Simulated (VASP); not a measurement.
SrTiO3: single point with r2SCAN+U

The system is SrTiO3.

```
Sr Ti O
1.0
     3.91771    0.00000    0.00000
     0.00000    3.91771    0.00000
     0.35259    0.00000    3.91771
Sr Ti O
1 1 3
Cartesian
  0.0000 0.0000 0.0000
  2.1352 1.9589 1.9589
  2.1352 0.0000 1.9589
  1.9589 1.9589 0.0000
  0.1763 1.9589 1.9589
```

This cell differs from its parent crystal: shear of c along a, cell held: +9.0 %.

```json
{"Program": "VASP 6.6.1", "Task": "single point", "Functional": "r2SCAN", "Potentials or basis": "VASP PAW PBE potentials, release 64 (Sr_sv, Ti_sv, O)", "Cutoff": "520 eV", "k mesh": "6 × 6 × 6", "Occupations": "gaussian, width 0.02 eV", "Spin": "no spin polarisation", "Hubbard terms": "Ti d U = 4.0 eV"}
```

- Pressure: 3.5 GPa
- Band gap on the k mesh: 2.50 eV, indirect (least direct gap 2.73 eV)

Stress tensor (GPa, compression positive):
```
  2.99   0.00 -11.08
  0.00   3.44   0.00
-11.08   0.00   3.94
```

Levels at points of the mesh, in eV from the valence-band top:
| k point | band 18 | band 19 | band 20 | band 21 | band 22 | band 23 |
| --- | --- | --- | --- | --- | --- | --- |
| (0.00, 0.00, 0.00) | -0.73 | -0.60 | -0.23 | 2.50 | 2.60 | 2.84 |
| (0.50, 0.00, 0.00) | -2.14 | -0.98 | -0.96 | 2.87 | 4.36 | 4.53 |
| (0.00, 0.50, 0.00) | -2.07 | -1.37 | -0.46 | 2.86 | 4.43 | 4.44 |
| (0.50, 0.50, 0.00) | -1.71 | -1.67 | -0.21 | 4.45 | 4.51 | 5.04 |
| (0.00, 0.00, 0.50) | -2.14 | -0.97 | -0.96 | 2.87 | 4.36 | 4.49 |
| (0.50, 0.00, 0.50) | -1.80 | -1.69 | -0.09 | 4.37 | 4.64 | 4.98 |
| (0.00, 0.50, 0.50) | -1.74 | -1.69 | -0.23 | 4.41 | 4.50 | 5.02 |
| (0.50, 0.50, 0.50) | -0.19 | -0.07 | 0.00 | 5.12 | 5.18 | 5.32 |

Eigenvalues of the final occupation matrices:
```csv
site,spin,trace,eigenvalues
site 2 d,1,0.78,0.09 0.10 0.10 0.25 0.25
site 2 d,2,0.78,0.09 0.10 0.10 0.25 0.25
```

It took 15 min on 1 thread of Oxide Virtual Turin-like Processor, with other jobs on the host, peak memory 0.23 GiB.

Caveat: the cell differs from its parent crystal (shear of c along a, cell held: +9.0 %); the PAW data sets were made with another functional, which shifts forces and pressure a little. A k mesh can miss the band edges.
